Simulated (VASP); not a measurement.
Wanted: the native input for a VASP 6.6.1 run.

```yaml
Task: electric field gradients
Functional: PBE
Potentials_or_basis: VASP PAW PBE potentials, release 64 (Rh_pv)
Cutoff: 400 eV
k_mesh: 16 × 16 × 16
Occupations: fermi-dirac, width 0.08 eV
Spin: no spin polarisation
Dipole_correction: no
Further_INCAR_settings: ALGO = Normal; EDIFF = 1e-08; NBANDS = 14
```

The structure of Rh lies in POSCAR:

```
Rh
1.0
    0.0000000000      1.9015500000      1.9395810000
    1.9015500000      0.0000000000      1.9395810000
    1.9015500000      1.9015500000      0.0000000000
Rh
1
Direct
    0.0000000000      0.0000000000      0.0000000000
```

This cell differs from its parent crystal: zz strain of +2 %.

These files were run (other wordings do the same):

INCAR

```
SYSTEM = Rh
  PREC = Accurate
  ENCUT = 400
  EDIFF = 1E-8
  ISMEAR = -1
  SIGMA = 0.08
  LREAL = .FALSE.
  LASPH = .TRUE.
  NELM = 120
  ALGO = Normal
  ISIF = 2
  LWAVE = .FALSE.
  LCHARG = .FALSE.
  GGA = PE
  LEFG = .TRUE.
  NBANDS = 14
  GGA_COMPAT = .FALSE.
```

KPOINTS

```
Automatic mesh
0
G
  16 16 16
  0 0 0
```

Potentials or basis: VASP PAW PBE potentials, release 64 (Rh_pv).

The run is started by

```bash
$ cat potpaw_PBE.64/Rh_pv/POTCAR > POTCAR
$ mpirun -np 1 vasp_std > vasp.out
```

It gave:

| Item | Value |
| --- | --- |
| Pressure | -0.5 GPa |
| Band gap on the k mesh | zero (an odd number of electrons rules out a gap without spin polarisation) |
| Largest electric field gradient by atom | Rh +1.5 V/Å² |

Caveat: the cell differs from its parent crystal (zz strain of +2 %); without QUAD_EFG the Cq values of the log hold for a quadrupole moment of 1 mb, not for the nuclei.

It took 81 s on 1 thread of Intel Xeon 8259CL, with other jobs on the host, peak memory 0.15 GiB.
